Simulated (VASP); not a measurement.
# Be2ZnTe2O (P6/mmm) in VASP: a series of runs

Be2ZnTe2O is run at these levels: PBE; tasks: relaxation of cell and atoms, single point.

Program: VASP 6.6.1. These are calculated values, not measurements. Logs are shortened: lines on timing, memory, paths and dates and some standing lists are left out, and cuts for length are marked.

**1. The cell of the first run**

Symmetry: P6/mmm, No. 191, hexagonal system. The conventional cell has a = 5.027 Å, b = 5.027 Å, c = 5.284 Å, α = 90.00°, β = 90.00°, γ = 120.00°. Be (site symmetry -6m2) has 2 Te at 2.64 Å and 3 Be at 2.90 Å and 3 O at 2.90 Å within 3.5 Å. Within 3.5 Å of Zn (site symmetry 6/mmm) lie 2 O at 2.64 Å and 6 Te at 2.90 Å. Within 3.5 Å of Te (site symmetry -6m2) lie 2 Be at 2.64 Å and 3 Te at 2.90 Å and 3 Zn at 2.90 Å. O (site symmetry 6/mmm) has 2 Zn at 2.64 Å and 6 Be at 2.90 Å within 3.5 Å.

The cell was built from a structure type or drawn by symmetry, and may not be a known phase.

**2. Relaxation of cell and atoms, PBE**

The input, INCAR:

```
PREC     = Accurate       # precision mode
ENCUT    = 600            # plane-wave cutoff, eV
EDIFF    = 1E-6           # SCF threshold, eV
ISMEAR   = 0              # smearing method
SIGMA    = 0.1            # smearing width, eV
LREAL    = False          # projectors in reciprocal space
LASPH    = True           # aspherical terms in the spheres
NELM     = 80             # most SCF steps
ALGO     = Normal         # electronic algorithm
ISIF     = 3              # what is computed and relaxed
LWAVE    = False          # write WAVECAR
LCHARG   = False          # write CHGCAR
GGA      = PE             # functional
IBRION   = 2              # ionic algorithm
NSW      = 90             # ionic steps
EDIFFG   = -0.04          # ionic threshold
```

The input, KPOINTS:

```
Automatic mesh
0
Gamma
  6 6 4
```

The input, POSCAR:

```
Be2ZnTe2O
1.0
    5.0268020800      0.0000000000      0.0000000000
   -2.5134010400      4.3533383000      0.0000000000
    0.0000000000      0.0000000000      5.2840026600
Be Zn Te O
2 1 2 1
Direct
    0.3333333300      0.6666666700      0.0000000000
    0.6666666700      0.3333333300      0.0000000000
    0.0000000000      0.0000000000      0.5000000000
    0.3333333300      0.6666666700      0.5000000000
    0.6666666700      0.3333333300      0.5000000000
    0.0000000000      0.0000000000      0.0000000000
```

Potentials or basis: VASP PAW PBE potentials, release 64 (Be, Zn, Te, O).

Started as:

```
cat potpaw_PBE.64/Be/POTCAR potpaw_PBE.64/Zn/POTCAR potpaw_PBE.64/Te/POTCAR potpaw_PBE.64/O/POTCAR > POTCAR
mpirun -np 1 vasp_std > vasp.out
```

OUTCAR:

```text
PREC = Accurate
   ENCUT = 600
   EDIFF = 1E-6
   ISMEAR = 0
   LREAL = False
   LASPH = True
   NELM = 80
   ISIF = 3
   GGA = PE
   IBRION = 2
   NSW = 90
   EDIFFG = -0.04

 ion  position               nearest neighbor table
   1  0.333  0.667  0.000-   4 2.64   4 2.64
   2  0.667  0.333  0.000-   5 2.64   5 2.64
   3  0.000  0.000  0.500-   4 2.90   5 2.90   4 2.90   5 2.90   5 2.90   4 2.90
   4  0.333  0.667  0.500-   1 2.64   1 2.64   5 2.90   3 2.90   5 2.90   3 2.90   3 2.90   5 2.90

   5  0.667  0.333  0.500-   2 2.64   2 2.64   4 2.90   3 2.90   4 2.90   3 2.90   3 2.90   4 2.90

   6  0.000  0.000  0.000-

  LATTYP: Found a hexagonal cell.
 ALAT       =     5.0268020800
 C/A-ratio  =     1.0511658458

  Lattice vectors:

 A1 = (   5.0268020800,   0.0000000000,   0.0000000000)
 A2 = (  -2.5134010400,   4.3533383000,   0.0000000000)
 A3 = (   0.0000000000,   0.0000000000,   5.2840026600)

Analysis of symmetry for initial positions (statically):
=====================================================================
 Subroutine PRICEL returns:
 Original cell was already a primitive cell.

 Routine SETGRP: Setting up the symmetry group for a
 hexagonal supercell.

 Subroutine GETGRP returns: Found 24 space group operations
 (whereof 24 operations were pure point group operations)
 out of a pool of 24 trial point group operations.

The static configuration has the point symmetry D_6h.

Analysis of symmetry for dynamics (positions and initial velocities):
=====================================================================
 Subroutine PRICEL returns:
 Original cell was already a primitive cell.

 Routine SETGRP: Setting up the symmetry group for a
 hexagonal supercell.

 Subroutine GETGRP returns: Found 24 space group operations
 (whereof 24 operations were pure point group operations)
 out of a pool of 24 trial point group operations.

The dynamic configuration has the point symmetry D_6h.

 Subroutine INISYM returns: Found 24 space group operations
 (whereof 24 operations are pure point group operations),
 and found     1 'primitive' translations

----------------------------------------------------------------------------------------

                                     Primitive cell

  volume of cell :     115.6318

  direct lattice vectors                    reciprocal lattice vectors
     5.026802080  0.000000000  0.000000000     0.198933633  0.114854387  0.000000000
    -2.513401040  4.353338300  0.000000000     0.000000000  0.229708773  0.000000000
     0.000000000  0.000000000  5.284002660     0.000000000  0.000000000  0.189250472

  length of vectors
     5.026802080  5.026802079  5.284002660     0.229708773  0.229708773  0.189250472

  position of ions in fractional coordinates (direct lattice)
     0.333333330  0.666666670  0.000000000
     0.666666670  0.333333330  0.000000000
     0.000000000  0.000000000  0.500000000
     0.333333330  0.666666670  0.500000000
     0.666666670  0.333333330  0.500000000
     0.000000000  0.000000000  0.000000000

  ion indices of the primitive-cell ions
   primitive index   ion index
                 1           1
                 2           2
                 3           3
                 4           4
                 5           5
                 6           6

----------------------------------------------------------------------------------------

 KPOINTS: Automatic mesh

Automatic generation of k-mesh.
 Grid dimensions read from file:
 generate k-points for:    6    6    4

 Generating k-lattice:

  Cartesian coordinates                     Fractional coordinates (reciprocal lattice)
     0.033155605  0.019142398  0.000000000     0.166666667  0.000000000  0.000000000
     0.000000000  0.038284796  0.000000000     0.000000000  0.166666667  0.000000000
     0.000000000  0.000000000  0.047312618     0.000000000  0.000000000  0.250000000

  Length of vectors
     0.038284796  0.038284796  0.047312618

  Shift w.r.t. Gamma in fractional coordinates (k-lattice)
     0.000000000  0.000000000  0.000000000

 Subroutine IBZKPT returns following result:
 ===========================================

 Found     21 irreducible k-points:

 Following reciprocal coordinates:
            Coordinates               Weight
  0.000000  0.000000  0.000000      1.000000
  0.166667  0.000000  0.000000      6.000000
  0.333333 -0.000000  0.000000      6.000000
  0.500000  0.000000  0.000000      3.000000
  0.166667  0.166667  0.000000      6.000000
  0.333333  0.166667  0.000000     12.000000
[... 13 lines left out ...]
  0.333333  0.166667  0.500000     12.000000
  0.333333  0.333333  0.500000      2.000000
   k-points           NKPTS =     21   k-points in BZ     NKDIM =     21   number of bands    NBANDS=     21
   number of dos      NEDOS =    301   number of ions     NIONS =      6
   total plane-waves  NPLWV =  67200
   dimension x,y,z NGX =    40 NGY =   40 NGZ =   42
   dimension x,y,z NGXF=    80 NGYF=   80 NGZF=   84
   ions per type =               2   1   2   1
   NGX,Y,Z   is equivalent  to a cutoff of  13.23, 13.23, 13.21 a.u.
   NGXF,Y,Z  is equivalent  to a cutoff of  26.46, 26.46, 26.43 a.u.
 SYSTEM =  unknown system
   PREC   = accura    normal or accurate (medium, high low for compatibility)
   ISTART =      0    job   : 0-new  1-cont  2-samecut
   ICHARG =      2    charge: 1-file 2-atom 10-const
   ISPIN  =      1    spin polarized calculation?
   LNONCOLLINEAR =      F non collinear calculations
   LSORBIT =      F    spin-orbit coupling
   LASPH  =      T    aspherical Exc in radial PAW
   ENCUT  =  600.0 eV  44.10 Ry    6.64 a.u.  10.04 10.04 10.55*2*pi/ulx,y,z
   NELM   =     80;   NELMIN=  2; NELMDL= -5     # of ELM steps
   EDIFF  = 0.1E-05   stopping-criterion for ELM
   LREAL  =      F    real-space projection
   EDIFFG = -.4E-01   stopping-criterion for IOM
   NSW    =     90    number of steps for IOM
   IBRION =      2    ionic relax: 0-MD 1-quasi-New 2-CG
   NFREE  =      1    steps in history (QN), initial steepest desc. (CG)
   ISIF   =      3    stress and relaxation
   ISYM   =      2    0-nonsym 1-usesym 2-fastsym
   POTIM  = 0.5000    time-step for ionic-motion
   TEBEG  =    0.0;   TEEND  =   0.0 temperature during run
   PSTRESS=    0.0 pullay stress
   NELECT =      34.0000    total number of electrons
   NUPDOWN=      -1.0000    fix difference up-down
   EMIN   =  10.00;   EMAX   =-10.00  energy-range for DOS
   EFERMI =   0.00;   METHOD = LEGACY
   ISMEAR =     0;   SIGMA  =   0.10  broadening in eV -4-tet -1-fermi 0-gaus
   EFERMI_NEDOS =   21; number of points for ismear=-14 and -15
   IALGO  =     38    algorithm
   IMIX   =      4    mixing-type and parameters
     AMIX     =   0.40;   BMIX     =  1.00
     AMIX_MAG =   1.60;   BMIX_MAG =  1.00
  volume/ion in A,a.u.               =      19.27       130.05
  Fermi-wavevector in a.u.,A,eV,Ry     =   1.088618  2.057189 16.124108  1.185089
  Thomas-Fermi vector in A             =   2.224803
   LORBIT       =      0    0 simple, 1 ext, 2 COOP (PROOUT), +10 PAW based schemes
   GGA     = PE    functional components
   LHFCALC =     F    Hartree Fock is set to
   AEXX    =    0.0000 exact exchange contribution
   IVDW    =     0    specifies the selected vdW correction
   LEPSILON=     F    determine dielectric tensor
   LRPA    =     F    only Hartree local field effects (RPA)
 conjugate gradient relaxation of ions
 non-spin polarized calculation
 Gauss-broadening in eV      SIGMA  =   0.10
  energy-cutoff  :      600.00
  volume of cell :      115.63
 maximum number of plane-waves:      3894
   NGX = 21   NGY = 21   NGZ = 21

--------------------------------------- Ionic step        1  -------------------------------------------

 number of electron      34.0000014 magnetization

 Free energy of the ion-electron system (eV)
  ---------------------------------------------------
  ext. energy  EPLUGINS =         0.00000000
  ---------------------------------------------------
  free energy    TOTEN  =       -15.77029863 eV

  energy without entropy =      -15.75334782  energy(sigma->0) =      -15.76182323

------------------------ aborting loop because EDIFF is reached ----------------------------------------

  FORCE on cell =-STRESS in cart. coord.  units (eV):
  Direction    XX          YY          ZZ          XY          YZ          ZX
  --------------------------------------------------------------------------------------
  -------------------------------------------------------------------------------------
  Total        2.0773124      2.0773124     -6.9305550     -0.0000000     -0.0000000      0.0000000
  in kB       28.7829413     28.7829413    -96.0287691     -0.0000000     -0.0000000      0.0000000
  external PRESSURE =     -12.8209622 kB  Pullay stress =       0.0000000 kB
[... 101 lines left out ...]
  FREE ENERGIE OF THE ION-ELECTRON SYSTEM (eV)
  ---------------------------------------------------
  free  energy   TOTEN  =       -16.3305802101 eV

  energy  without entropy=      -16.3182579079  energy(sigma->0) =      -16.32441906

 E-fermi :   5.2625     XC(G=0):  -9.6666

 val. band max:        5.2479313965   @ k =   0.3333  -0.0000   0.5000
 cond. band min:       5.3057969550   @ k =   0.5000   0.0000   0.0000
 fundamental gap:      0.0578655585
 Fermi energy:         5.2624880196

 k-point     1 :       0.0000    0.0000    0.0000
  band No.  band energies     occupation
      1     -11.2340      2.00000
      2      -8.5455      2.00000
      3      -5.2984      2.00000
      4      -1.8443      2.00000
      5      -1.8443      2.00000
      6      -1.4114      2.00000
[... 478 lines left out ...]
      5      -1.6198      2.00000
      6      -1.6198      2.00000
[... 13 lines left out ...]
     20       7.6407      0.00000
     21       7.6407      0.00000

[... ionic steps 4 to 31 ...]

--------------------------------------- Ionic step       32  -------------------------------------------

 number of electron      34.0000056 magnetization

------------------------ aborting loop because EDIFF is reached ----------------------------------------

  FORCE on cell =-STRESS in cart. coord.  units (eV):
  Direction    XX          YY          ZZ          XY          YZ          ZX
  --------------------------------------------------------------------------------------
  -------------------------------------------------------------------------------------
  Total       -0.1109596     -0.1109596     -0.4202316      0.0000000      0.0000000      0.0000000
  in kB       -1.1288800     -1.1288800     -4.2753482      0.0000000      0.0000000      0.0000000
  external PRESSURE =      -2.1777028 kB  Pullay stress =       0.0000000 kB
[... 65 lines left out ...]
  energy  without entropy=      -16.9438794108  energy(sigma->0) =      -16.94563841

--------------------------------------- Ionic step       34  -------------------------------------------

 number of electron      34.0000056 magnetization

 Free energy of the ion-electron system (eV)
  ---------------------------------------------------
  ext. energy  EPLUGINS =         0.00000000
  ---------------------------------------------------
  free energy    TOTEN  =       -16.94783275 eV

  energy without entropy =      -16.94434430  energy(sigma->0) =      -16.94608853

 E-fermi :   2.1664     XC(G=0):  -8.0537

 val. band max:        2.0516158123   @ k =   0.3333   0.1667   0.5000
 cond. band min:       2.1915163868   @ k =   0.3333   0.3333   0.5000
 fundamental gap:      0.1399005745
 Fermi energy:         2.1664031160

 k-point     1 :       0.0000    0.0000    0.0000
  band No.  band energies     occupation
      1     -14.0062      2.00000
      2      -9.8541      2.00000
      3      -9.0522      2.00000
      4      -4.5543      2.00000
      5      -4.5543      2.00000
      6      -4.3441      2.00000
[... 526 lines left out ...]
  FREE ENERGIE OF THE ION-ELECTRON SYSTEM (eV)
  ---------------------------------------------------
  free  energy   TOTEN  =       -16.9478327454 eV

  energy  without entropy=      -16.9443443049  energy(sigma->0) =      -16.94608853

 reached required accuracy - stopping structural energy minimisation
```

Run time: 19 min. Hardware: 1 thread of Intel Xeon Platinum 8488C (Sapphire Rapids), shared host; peak memory 0.32 GiB.

Results:

```yaml
Free_energy: -16.9478 eV
Relaxed_volume: 26.14 Å³/atom
Relaxed_cell: a = 6.604 Å, b = 6.604 Å, c = 4.153 Å, α = 90.00°, β = 90.00°, γ = 120.00°
Space_group_after_relaxing_to_0.1_Å: P6/mmm (No. 191)
Energy_gained_by_relaxing: 196.3 meV/atom
Ionic_steps: 34
Pressure_after_relaxing: -0.1 GPa
Band_gap_on_the_k_mesh: zero (bands 17 and 18 overlap by 0.36 eV)
```

Stress tensor (GPa, compression positive):
```
-0.04  0.00  0.00
 0.00 -0.04  0.00
 0.00  0.00 -0.22
```

Step by step:
```csv
step,energy change (eV),largest force (eV/Å),pressure (GPa),volume (Å³)
1,0.0000,0.0000,-1.28,115.63
2,-0.3710,0.0000,-0.55,112.87
3,-0.5603,0.0000,1.85,109.56
4,-0.5660,0.0000,3.22,108.37
5,-0.5689,0.0000,2.70,108.76
6,-0.6318,0.0000,0.05,114.36
7,-0.6356,0.0000,-0.75,116.41
8,-0.6643,0.0000,-0.09,116.89
9,-0.6718,0.0000,3.55,117.97
10,-0.6830,0.0000,1.46,117.51
11,-0.6841,0.0000,1.79,117.60
12,-0.6837,0.0000,2.57,117.80
13,-0.6847,0.0000,2.20,117.72
14,-0.6909,0.0000,2.32,118.29
15,-0.7048,0.0000,2.94,119.98
16,-0.7686,0.0000,4.23,123.27
17,-0.6898,0.0000,8.34,129.42
18,-0.8088,0.0000,5.23,125.36
19,-0.7986,0.0000,6.45,127.18
20,-0.8111,0.0000,5.83,126.31
21,-0.8158,0.0000,5.91,126.79
22,-0.8225,0.0000,6.20,128.23
23,-0.8331,0.0000,6.06,128.57
24,-0.8634,0.0000,5.64,129.60
25,-0.9187,0.0000,4.88,131.68
26,-1.0099,0.0000,3.51,135.90
27,-1.1247,0.0000,1.23,144.60
28,-1.0935,0.0000,-2.59,163.03
29,-1.1540,0.0000,-0.47,152.03
30,-1.1622,0.0000,-0.42,153.12
31,-1.1763,0.0000,-0.27,156.40
32,-1.1771,0.0000,-0.22,157.48
33,-1.1771,0.0000,-0.21,157.37
34,-1.1775,0.0000,-0.10,156.86
```

Final structure:
```xyz
6
Lattice="6.6043 0.0000 0.0000 -3.3021 5.7195 0.0000 0.0000 0.0000 4.1527" Properties=species:S:1:pos:R:3 pbc="T T T"
Be    0.0000    3.8130    0.0000
Be    3.3021    1.9065    0.0000
Zn    3.3021    5.7195    2.0764
Te    0.0000    3.8130    2.0764
Te    3.3021    1.9065    2.0764
O     3.3021    5.7195    0.0000
```

Levels at points of the mesh, in eV from the Fermi level:
| k point | band 15 | band 16 | band 17 | band 18 | band 19 | band 20 |
| --- | --- | --- | --- | --- | --- | --- |
| (0.00, 0.00, 0.00) | -2.41 | -0.73 | -0.73 | -0.33 | 1.17 | 2.95 |
| (0.50, 0.00, 0.00) | -1.38 | -1.14 | -1.10 | 0.30 | 1.70 | 2.15 |
| (0.00, 0.00, 0.50) | -0.91 | -0.90 | -0.90 | 0.55 | 0.55 | 2.46 |
| (0.50, 0.00, 0.50) | -0.98 | -0.81 | -0.20 | 0.69 | 0.80 | 2.10 |

Caveat: the volume moved by over 15 % at a fixed basis, so the end points are rough; semilocal functionals underestimate gaps, so a narrow gap can read as zero; spin-orbit coupling is left out, which moves the levels of the heavy elements.

**3. Single point, PBE**

This run uses another cell than the first one, of 33.27 Å³/atom.

The input, INCAR:

```
SYSTEM = Be2ZnTe2O
PREC = Accurate
ENCUT = 520
EDIFF = 1E-6
ISMEAR = 0
SIGMA = 0.01
LREAL = .False.
LASPH = .True.
NELM = 100
ALGO = Normal
ISIF = 2
LWAVE = .False.
LCHARG = .False.
GGA = PE
NBANDS = 26
```

The input, KPOINTS:

```
regular mesh
0
Gamma
  6 6 10
  0 0 0
```

The input, POSCAR:

```
Be2ZnTe2O
1.0
    7.4899486855      0.0000000000      0.0000000000
   -3.7449743428      6.4864858347      0.0000000000
    0.0000000000      0.0000000000      4.1092944300
Be Zn Te O
2 1 2 1
Direct
    0.3333333333      0.6666666667      0.0000000000
    0.6666666667      0.3333333333      0.0000000000
    0.0000000000      0.0000000000      0.5000000000
    0.3333333333      0.6666666667      0.5000000000
    0.6666666667      0.3333333333      0.5000000000
    0.0000000000      0.0000000000      0.0000000000
```

Potentials or basis: VASP PAW PBE potentials, release 64 (Be, Zn, Te, O).

Started as:

```
cat potpaw_PBE.64/Be/POTCAR potpaw_PBE.64/Zn/POTCAR potpaw_PBE.64/Te/POTCAR potpaw_PBE.64/O/POTCAR > POTCAR
mpirun -np 1 vasp_std > vasp.out
```

Wall time 2.9 min (1 thread of Intel Xeon Platinum 8488C (Sapphire Rapids), shared host); peak memory 0.46 GiB.

It converged, with:

```yaml
Free_energy: -17.2442 eV
Pressure: 0.1 GPa
Band_gap_on_the_k_mesh: 0.26 eV (least direct gap 0.80 eV)
```

Stress tensor (GPa, compression positive):
```
-0.01  0.00  0.00
 0.00 -0.01  0.00
 0.00  0.00  0.39
```

Levels at points of the mesh, in eV from the valence-band top:
| k point | band 15 | band 16 | band 17 | band 18 | band 19 | band 20 |
| --- | --- | --- | --- | --- | --- | --- |
| (0.00, 0.00, 0.00) | -1.69 | -0.54 | -0.54 | 0.26 | 2.46 | 3.37 |
| (0.50, 0.00, 0.00) | -1.32 | -0.69 | -0.63 | 0.59 | 2.75 | 3.01 |
| (0.00, 0.00, 0.50) | -0.33 | -0.21 | -0.21 | 1.56 | 1.56 | 2.66 |
| (0.50, 0.00, 0.50) | -0.24 | -0.19 | -0.09 | 1.54 | 1.70 | 2.42 |

Caveat: spin-orbit coupling is left out, which moves the levels of the heavy elements. A k mesh can miss the band edges.
